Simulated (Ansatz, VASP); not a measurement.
**One calculation of Sn2Te3Pt, two programs**

Contents of INCAR:

```
SYSTEM = Sn2Te3Pt
ALGO = Normal
EDIFF = 1E-7
EDIFFG = -0.04
ENCUT = 600
GGA = PE
IBRION = 2
ISIF = 3
ISMEAR = 0
LASPH = .TRUE.
LCHARG = .FALSE.
LREAL = .FALSE.
LWAVE = .FALSE.
NELM = 60
NSW = 90
PREC = Accurate
SIGMA = 0.1
```

File KPOINTS:

```
k-points
0
G
  4 4 4
  0 0 0
```

POSCAR

```
Sn2Te3Pt
1.0
    6.3685919800      0.0000000000      0.0000000000
    0.0000000000      6.3685919800      0.0000000000
    0.0000000000      0.0000000000      5.2712814100
Sn Te Pt
2 3 1
Direct
    0.0000000000      0.5000000000      0.5000000000
    0.5000000000      0.0000000000      0.5000000000
    0.0000000000      0.0000000000      0.5000000000
    0.5000000000      0.5000000000      0.0000000000
    0.0000000000      0.0000000000      0.0000000000
    0.5000000000      0.5000000000      0.5000000000
```

Input for Ansatz:

```yaml
crystal:
  lattice:
    - [6.36859198, 0.0, 0.0]
    - [0.0, 6.36859198, 0.0]
    - [0.0, 0.0, 5.27128141]
  atoms:
    - { symbol: Sn, position: [0.0, 0.5, 0.5] }
    - { symbol: Sn, position: [0.5, 0.0, 0.5] }
    - { symbol: Te, position: [0.0, 0.0, 0.5] }
    - { symbol: Te, position: [0.5, 0.5, 0.0] }
    - { symbol: Te, position: [0.0, 0.0, 0.0] }
    - { symbol: Pt, position: [0.5, 0.5, 0.5] }
basis:
  ecutwfc: 420
kpoints:
  mp_grid: { grid: [4, 4, 4] }
hamiltonian:
  xc: pbe
scf:
  occupations: { method: gaussian, width: 0.1 }
  lower_state_search: "off"
output:
  forces: true
  stress: true
  eigenvalues: true
relax:
  adjacent_minimum: "off"
  f_tol: 0.04
  max_steps: 70
  cell: { stress_tol: 0.4 }
```

Alike in both runs: task relaxation of cell and atoms; functional PBE; k mesh 4 × 4 × 4; occupations gaussian, width 0.1 eV; no spin polarisation.

|  | VASP | Ansatz |
| --- | --- | --- |
| version | VASP 6.6.1 | Ansatz 0.2.0 |
| potentials or method | VASP PAW PBE potentials, release 64 (Sn_d, Te, Pt), cutoff 600 eV | scalar-relativistic, plane waves, PAW |
| valence electrons in the cell | 56 | 94 |

|  | VASP | Ansatz | Ansatz less VASP |
| --- | --- | --- | --- |
| gap on the k mesh at the Fermi level, each at its own relaxed structure (eV) | none | none | - |
| relaxed volume (Å³/atom) | 32.22 | 32.19 | -0.022 |
| relaxed cell length with the largest relative difference (Å) | 5.824 | 5.821 | -0.0028 |

A gap of «none» marks a metal or a gap that the smearing closes. VASP's potentials hold 56 valence electrons a cell and Ansatz's 94, so a difference there can come from the potentials and not from the codes.

Neither program's run includes spin-orbit coupling.
